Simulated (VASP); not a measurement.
Wanted: the native input for a VASP 6.6.1 run.

* Task: single point
* Functional: PBEsol
* Potentials or basis: VASP PAW PBE potentials, release 64 (C)
* Cutoff: 520 eV
* k mesh: 14 × 14 × 14
* Occupations: gaussian, width 0.05 eV
* Spin: no spin polarisation
* Dipole correction: no
* Further INCAR settings: ALGO = Normal; EDIFF = 1e-07; NBANDS = 11

The structure of C lies in POSCAR:

```
C
1.0
    0.0000000000      2.2912412928      2.8852189369
    1.3228228997      0.0000000000      2.8852189369
    1.3228228997      2.2912412928      0.0000000000
C
2
Direct
    0.1666700000      0.8333300000      0.1666700000
    0.8333300000      0.1666700000      0.8333300000
```

This cell differs from its parent crystal: ratio of the length along z to the lengths across it x 0.8, volume and fractional coordinates fixed.

These files were run (other wordings do the same):

INCAR

```
SYSTEM = C
PREC = Accurate ; ENCUT = 520
EDIFF = 1E-7 ; ISMEAR = 0
SIGMA = 0.05 ; LREAL = .False.
LASPH = .True. ; NELM = 60
ALGO = Normal ; ISIF = 2
LWAVE = .False. ; LCHARG = .False.
GGA = PS ; NBANDS = 11
```

KPOINTS

```
Automatic mesh
0
Gamma
  14 14 14
  0 0 0
```

Potentials or basis: VASP PAW PBE potentials, release 64 (C).

The run is started by

```sh
$ cat potpaw_PBE.64/C/POTCAR > POTCAR
$ mpirun -np 1 vasp_std > vasp.out
```

Results of the run:

```
Pressure               : -47.4 GPa
Largest force          : 0.020 eV/Å
Band gap on the k mesh : zero (band 4 reaches 5.10 eV, above the bottom of band 5 at 4.58 eV)
```

Caveat: the PAW data sets were made with another functional, which shifts forces and pressure a little.

Wall time 43 s on 1 thread of AMD EPYC 9R45 96-Core Processor (Zen 5) (shared host), peak memory 0.15 GiB.
